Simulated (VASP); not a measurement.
# BAs (F-43m) in VASP: a series of runs

BAs is run at these levels: RPBE+D4; tasks: single point.

Program: VASP 6.6.1. These are calculated values, not measurements. Logs are shortened: lines on timing, memory, paths and dates and some standing lists are left out, and cuts for length are marked.

## Step 1: The cell of the first run

It takes space group F-43m (No. 216, cubic). Conventional cell: a = 4.777 Å, b = 4.777 Å, c = 4.777 Å, α = 90.00°, β = 90.00°, γ = 90.00°. As (site symmetry -43m) has 4 B at 2.07 Å within 2.7 Å. Within 2.7 Å of B (site symmetry -43m) lie 4 As at 2.07 Å.

## Step 2: Single point, RPBE+D4

Contents of INCAR:

```
SYSTEM = BAs
ALGO     = Normal         ! electronic algorithm
EDIFF    = 1E-6           ! SCF threshold, eV
ENCUT    = 520            ! plane-wave cutoff, eV
GGA      = RP             ! functional
ISIF     = 2              ! what is computed and relaxed
ISMEAR   = -1             ! smearing method
IVDW     = 13             ! dispersion correction
LASPH    = .True.         ! aspherical terms in the spheres
LCHARG   = .False.        ! write CHGCAR
LREAL    = .False.        ! projectors in reciprocal space
LWAVE    = .False.        ! write WAVECAR
NBANDS   = 11             ! bands
NELM     = 60             ! most SCF steps
PREC     = Accurate       ! precision mode
SIGMA    = 0.05           ! smearing width, eV
```

Contents of KPOINTS:

```
k-points
0
Gamma
  10 10 10
  0 0 0
```

Contents of POSCAR:

```
BAs
1.0
    0.0000000000      2.3885000000      2.3885000000
    2.3885000000      0.0000000000      2.3885000000
    2.3885000000      2.3885000000      0.0000000000
As B
1 1
Direct
    0.7500000000      0.7500000000      0.7500000000
    0.0000000000      0.0000000000      0.0000000000
```

Potentials or basis: VASP PAW PBE potentials, release 64 (As, B).

Started as:

```
cat potpaw_PBE.64/As/POTCAR potpaw_PBE.64/B/POTCAR > POTCAR
mpirun -np 1 vasp_std > vasp.out
```

OUTCAR:

```text
SYSTEM = BAs
   EDIFF = 1E-6
   ENCUT = 520
   GGA = RP
   ISIF = 2
   ISMEAR = -1
   IVDW = 13
   LASPH = .True.
   LREAL = .False.
   NELM = 60
   PREC = Accurate

 ion  position               nearest neighbor table
   1  0.750  0.750  0.750-   2 2.07   2 2.07   2 2.07   2 2.07
   2  0.000  0.000  0.000-   1 2.07   1 2.07   1 2.07   1 2.07

  LATTYP: Found a face centered cubic cell.
 ALAT       =     4.7770000000

  Lattice vectors:

 A1 = (   0.0000000000,   2.3885000000,   2.3885000000)
 A2 = (   2.3885000000,   0.0000000000,   2.3885000000)
 A3 = (   2.3885000000,   2.3885000000,   0.0000000000)

Analysis of symmetry for initial positions (statically):
=====================================================================
 Subroutine PRICEL returns:
 Original cell was already a primitive cell.

 Routine SETGRP: Setting up the symmetry group for a
 face centered cubic supercell.

 Subroutine GETGRP returns: Found 24 space group operations
 (whereof 24 operations were pure point group operations)
 out of a pool of 48 trial point group operations.

The static configuration has the point symmetry T_d .

Analysis of symmetry for dynamics (positions and initial velocities):
=====================================================================
 Subroutine PRICEL returns:
 Original cell was already a primitive cell.

 Routine SETGRP: Setting up the symmetry group for a
 face centered cubic supercell.

 Subroutine GETGRP returns: Found 24 space group operations
 (whereof 24 operations were pure point group operations)
 out of a pool of 48 trial point group operations.

The dynamic configuration has the point symmetry T_d .

 Subroutine INISYM returns: Found 24 space group operations
 (whereof 24 operations are pure point group operations),
 and found     1 'primitive' translations

----------------------------------------------------------------------------------------

                                     Primitive cell

  volume of cell :      27.2525

  direct lattice vectors                    reciprocal lattice vectors
     0.000000000  2.388500000  2.388500000    -0.209336404  0.209336404  0.209336404
     2.388500000  0.000000000  2.388500000     0.209336404 -0.209336404  0.209336404
     2.388500000  2.388500000  0.000000000     0.209336404  0.209336404 -0.209336404

  length of vectors
     3.377849094  3.377849094  3.377849094     0.362581287  0.362581287  0.362581287

  position of ions in fractional coordinates (direct lattice)
     0.750000000  0.750000000  0.750000000
     0.000000000  0.000000000  0.000000000

  ion indices of the primitive-cell ions
   primitive index   ion index
                 1           1
                 2           2

----------------------------------------------------------------------------------------

 KPOINTS: k-points

Automatic generation of k-mesh.
 Grid dimensions read from file:
 generate k-points for:   10   10   10

 Generating k-lattice:

  Cartesian coordinates                     Fractional coordinates (reciprocal lattice)
    -0.020933640  0.020933640  0.020933640     0.100000000  0.000000000  0.000000000
     0.020933640 -0.020933640  0.020933640     0.000000000  0.100000000  0.000000000
     0.020933640  0.020933640 -0.020933640     0.000000000  0.000000000  0.100000000

  Length of vectors
     0.036258129  0.036258129  0.036258129

  Shift w.r.t. Gamma in fractional coordinates (k-lattice)
     0.000000000  0.000000000  0.000000000

 Subroutine IBZKPT returns following result:
 ===========================================

 Found     47 irreducible k-points:

 Following reciprocal coordinates:
            Coordinates               Weight
  0.000000  0.000000  0.000000      1.000000
  0.100000  0.000000  0.000000      8.000000
  0.200000  0.000000  0.000000      8.000000
  0.300000  0.000000  0.000000      8.000000
  0.400000  0.000000  0.000000      8.000000
  0.500000  0.000000  0.000000      4.000000
[... 16 lines left out ...]
  0.300000  0.300000  0.000000      6.000000
  0.400000  0.300000  0.000000     24.000000
 [... further k-points ...]
   k-points           NKPTS =     47   k-points in BZ     NKDIM =     47   number of bands    NBANDS=     11
   number of dos      NEDOS =    301   number of ions     NIONS =      2
   total plane-waves  NPLWV =  21952
   dimension x,y,z NGX =    28 NGY =   28 NGZ =   28
   dimension x,y,z NGXF=    56 NGYF=   56 NGZF=   56
   ions per type =               1   1
   NGX,Y,Z   is equivalent  to a cutoff of  13.78, 13.78, 13.78 a.u.
   NGXF,Y,Z  is equivalent  to a cutoff of  27.56, 27.56, 27.56 a.u.
 SYSTEM =  BAs
   PREC   = accura    normal or accurate (medium, high low for compatibility)
   ISTART =      0    job   : 0-new  1-cont  2-samecut
   ICHARG =      2    charge: 1-file 2-atom 10-const
   ISPIN  =      1    spin polarized calculation?
   LNONCOLLINEAR =      F non collinear calculations
   LSORBIT =      F    spin-orbit coupling
   LASPH  =      T    aspherical Exc in radial PAW
   ENCUT  =  520.0 eV  38.22 Ry    6.18 a.u.   6.28  6.28  6.28*2*pi/ulx,y,z
   NELM   =     60;   NELMIN=  2; NELMDL= -5     # of ELM steps
   EDIFF  = 0.1E-05   stopping-criterion for ELM
   LREAL  =      F    real-space projection
   EDIFFG = 0.1E-04   stopping-criterion for IOM
   NSW    =      0    number of steps for IOM
   IBRION =     -1    ionic relax: 0-MD 1-quasi-New 2-CG
   NFREE  =      0    steps in history (QN), initial steepest desc. (CG)
   ISIF   =      2    stress and relaxation
   ISYM   =      2    0-nonsym 1-usesym 2-fastsym
   POTIM  = 0.5000    time-step for ionic-motion
   TEBEG  =    0.0;   TEEND  =   0.0 temperature during run
   PSTRESS=    0.0 pullay stress
   NELECT =       8.0000    total number of electrons
   NUPDOWN=      -1.0000    fix difference up-down
   EMIN   =  10.00;   EMAX   =-10.00  energy-range for DOS
   EFERMI =   0.00;   METHOD = LEGACY
   ISMEAR =    -1;   SIGMA  =   0.05  broadening in eV -4-tet -1-fermi 0-gaus
   EFERMI_NEDOS =   21; number of points for ismear=-14 and -15
   IALGO  =     38    algorithm
   IMIX   =      4    mixing-type and parameters
     AMIX     =   0.40;   BMIX     =  1.00
     AMIX_MAG =   1.60;   BMIX_MAG =  1.00
  volume/ion in A,a.u.               =      13.63        91.95
  Fermi-wavevector in a.u.,A,eV,Ry     =   1.088018  2.056057 16.106360  1.183784
  Thomas-Fermi vector in A             =   2.224191
   LORBIT       =      0    0 simple, 1 ext, 2 COOP (PROOUT), +10 PAW based schemes
   GGA     = RP    functional components
   LHFCALC =     F    Hartree Fock is set to
   AEXX    =    0.0000 exact exchange contribution
   IVDW    =    13    specifies the selected vdW correction
   LEPSILON=     F    determine dielectric tensor
   LRPA    =     F    only Hartree local field effects (RPA)
 non-spin polarized calculation
  energy-cutoff  :      520.00
  volume of cell :       27.25
 maximum number of plane-waves:       754
 NGX is ok and might be reduce to    28
   NGX = 13   NGY = 13   NGZ = 13

 number of electron       8.0000000 magnetization

 Free energy of the ion-electron system (eV)
  ---------------------------------------------------
  ext. energy  EPLUGINS =         0.00000000
  ---------------------------------------------------
  free energy    TOTEN  =       -10.72716878 eV

  energy without entropy =      -10.72716871  energy(sigma->0) =      -10.72716875

 E-fermi :   6.8175     XC(G=0): -10.4999

 val. band max:        6.2313159128   @ k =   0.0000   0.0000   0.0000
 cond. band min:       7.4382809319   @ k =   0.4000   0.4000   0.0000
 fundamental gap:      1.2069650191
 Fermi energy:         6.8174929452

 k-point     1 :       0.0000    0.0000    0.0000
  band No.  band energies     occupation
      1      -9.1740      2.00000
      2       6.2313      1.99998
      3       6.2313      1.99998
      4       6.2313      1.99998
      5       9.5071      0.00000
      6       9.5071      0.00000
      7       9.5071      0.00000
      8      10.9430      0.00000
      9      15.9632      0.00000
     10      19.1170      0.00000
     11      19.1170      0.00000

 k-point     2 :       0.1000    0.0000    0.0000
  band No.  band energies     occupation
      1      -9.0097      2.00000
      2       4.8326      2.00000
      3       5.9286      2.00000
      4       5.9286      2.00000
      5       9.6702      0.00000
      6       9.9060      0.00000
      7       9.9060      0.00000
      8      11.8132      0.00000
      9      16.6032      0.00000
     10      18.0856      0.00000
     11      18.0856      0.00000

 k-point     3 :       0.2000    0.0000    0.0000
  band No.  band energies     occupation
      1      -8.5248      2.00000
      2       2.4652      2.00000
      3       5.3522      2.00000
      4       5.3522      2.00000
      5       9.4607      0.00000
      6      10.6255      0.00000
      7      10.6255      0.00000
      8      13.4583      0.00000
      9      17.3761      0.00000
     10      17.3761      0.00000
     11      17.5827      0.00000

 k-point     4 :       0.3000    0.0000    0.0000
  band No.  band energies     occupation
      1      -7.7558      2.00000
      2       0.1721      2.00000
      3       4.8427      2.00000
      4       4.8427      2.00000
      5       9.1881      0.00000
      6      11.0284      0.00000
      7      11.0284      0.00000
      8      14.7515      0.00000
      9      17.6941      0.00000
     10      17.8311      0.00000
     11      17.8311      0.00000
[... 239 lines left out ...]
 k-point    22 :      -0.2000    0.2000    0.0000
  band No.  band energies     occupation
      1      -7.4918      2.00000
      2       0.7494      2.00000
      3       2.1570      2.00000
      4       4.9343      2.00000
      5      10.1834      0.00000
      6      11.3529      0.00000
      7      12.2742      0.00000
      8      13.2858      0.00000
      9      16.1060      0.00000
     10      18.9597      0.00000
     11      20.4890      0.00000

 k-point    23 :       0.3000    0.3000    0.0000
  band No.  band energies     occupation
      1      -7.2549      2.00000
      2       1.0016      2.00000
      3       3.0366      2.00000
      4       3.0366      2.00000
      5       7.6553      0.00000
      6       9.9239      0.00000
      7      14.7127      0.00000
      8      14.7127      0.00000
      9      17.2979      0.00000
     10      21.2624      0.00000
     11      21.4183      0.00000

 k-point    24 :       0.4000    0.3000    0.0000
  band No.  band energies     occupation
      1      -6.5244      2.00000
      2      -0.2477      2.00000
      3       2.2524      2.00000
      4       2.7395      2.00000
      5       7.9566      0.00000
      6       9.6624      0.00000
      7      15.1026      0.00000
      8      15.3297      0.00000
      9      18.3786      0.00000
     10      22.0608      0.00000
     11      22.1423      0.00000

 [... further k-points ...]

------------------------ aborting loop because EDIFF is reached ----------------------------------------

  DFT-D4 for vdW energy calculation

  Edisp (eV):   -1.56726

  FORCE on cell =-STRESS in cart. coord.  units (eV):
  Direction    XX          YY          ZZ          XY          YZ          ZX
  --------------------------------------------------------------------------------------
  -------------------------------------------------------------------------------------
  Total      -0.70370    -0.70370    -0.70370     0.00000     0.00000     0.00000
  in kB     -41.37084   -41.37084   -41.37084     0.00000     0.00000     0.00000
  external pressure =      -41.37 kB  Pullay stress =        0.00 kB

 VOLUME and BASIS-vectors are now :
 -----------------------------------------------------------------------------
  energy-cutoff  :      520.00
  volume of cell :       27.25
      direct lattice vectors                 reciprocal lattice vectors
     0.000000000  2.388500000  2.388500000    -0.209336404  0.209336404  0.209336404
     2.388500000  0.000000000  2.388500000     0.209336404 -0.209336404  0.209336404
     2.388500000  2.388500000  0.000000000     0.209336404  0.209336404 -0.209336404

 POSITION                                       TOTAL-FORCE (eV/Angst)
 -----------------------------------------------------------------------------------
      3.58275      3.58275      3.58275        -0.000000     -0.000000     -0.000000
      0.00000      0.00000      0.00000         0.000000      0.000000      0.000000
 -----------------------------------------------------------------------------------
    total drift:                                0.000000      0.000000      0.000000

  FREE ENERGIE OF THE ION-ELECTRON SYSTEM (eV)
  ---------------------------------------------------
  free  energy   TOTEN  =       -12.2944259339 eV

  energy  without entropy=      -12.2944258684  energy(sigma->0) =      -12.29442590
```

Run time: 40 s. Hardware: 1 thread of AMD EPYC 7R13, shared host; peak memory 0.13 GiB.

Results:

| Quantity | Value |
| --- | --- |
| Free energy | -12.2944 eV |
| Pressure | -4.1 GPa |
| Band gap on the k mesh | 1.21 eV, indirect (least direct gap 3.28 eV) |
| Dispersion energy per atom | -0.784 eV |

Levels at points of the mesh, in eV from the valence-band top:
```csv
k point,band 1,band 2,band 3,band 4,band 5,band 6,band 7,band 8
"(0.00, 0.00, 0.00)",-15.41,0.00,0.00,0.00,3.28,3.28,3.28,4.71
"(0.50, 0.00, 0.00)",-12.53,-8.80,-1.83,-1.83,2.71,4.78,4.78,8.96
"(0.50, 0.50, 0.00)",-11.19,-8.57,-4.09,-4.09,1.44,1.50,11.43,11.43
```

Caveat: the PAW data sets were made with another functional, which shifts forces and pressure a little. A k mesh can miss the band edges.

## Step 3: Single point, RPBE+D4

This run uses another cell than the first one, of 13.90 Å³/atom, 1.020 times its volume.

Contents of INCAR:

```
SYSTEM = BAs
PREC = Accurate
ENCUT = 520
EDIFF = 1E-7
ISMEAR = -1
SIGMA = 0.05
LREAL = .FALSE.
LASPH = .TRUE.
NELM = 100
ALGO = Normal
ISIF = 2
LWAVE = .FALSE.
LCHARG = .FALSE.
GGA = RP
IVDW = 13
NBANDS = 11
```

Contents of KPOINTS:

```
regular mesh
0
G
  10 10 10
  0 0 0
```

Contents of POSCAR:

```
BAs
1.0
    0.0000000000      2.4043183418      2.4043183418
    2.4043183418      0.0000000000      2.4043183418
    2.4043183418      2.4043183418      0.0000000000
As B
1 1
Direct
    0.7500000000      0.7500000000      0.7500000000
    0.0000000000      0.0000000000      0.0000000000
```

Potentials or basis: VASP PAW PBE potentials, release 64 (As, B).

Started as:

```
cat potpaw_PBE.64/As/POTCAR potpaw_PBE.64/B/POTCAR > POTCAR
mpirun -np 1 vasp_std > vasp.out
```

Run time: 42 s. Hardware: 1 thread of AMD EPYC 7R13, shared host; peak memory 0.13 GiB.

It converged, with:

* Free energy: -12.2763 eV
* Pressure: -6.5 GPa
* Band gap on the k mesh: 1.23 eV, indirect (least direct gap 3.25 eV)
* Dispersion energy per atom: -0.767 eV

Levels at points of the mesh, in eV from the valence-band top:
| k point | band 1 | band 2 | band 3 | band 4 | band 5 | band 6 | band 7 | band 8 | band 9 |
| --- | --- | --- | --- | --- | --- | --- | --- | --- | --- |
| (0.00, 0.00, 0.00) | -15.23 | 0.00 | 0.00 | 0.00 | 3.25 | 3.25 | 3.25 | 4.46 | 9.64 |
| (0.50, 0.00, 0.00) | -12.42 | -8.66 | -1.79 | -1.79 | 2.60 | 4.76 | 4.76 | 8.93 | 12.72 |
| (0.50, 0.50, 0.00) | -11.12 | -8.46 | -4.00 | -4.00 | 1.47 | 1.52 | 11.24 | 11.24 | 12.82 |

Caveat: the PAW data sets were made with another functional, which shifts forces and pressure a little.
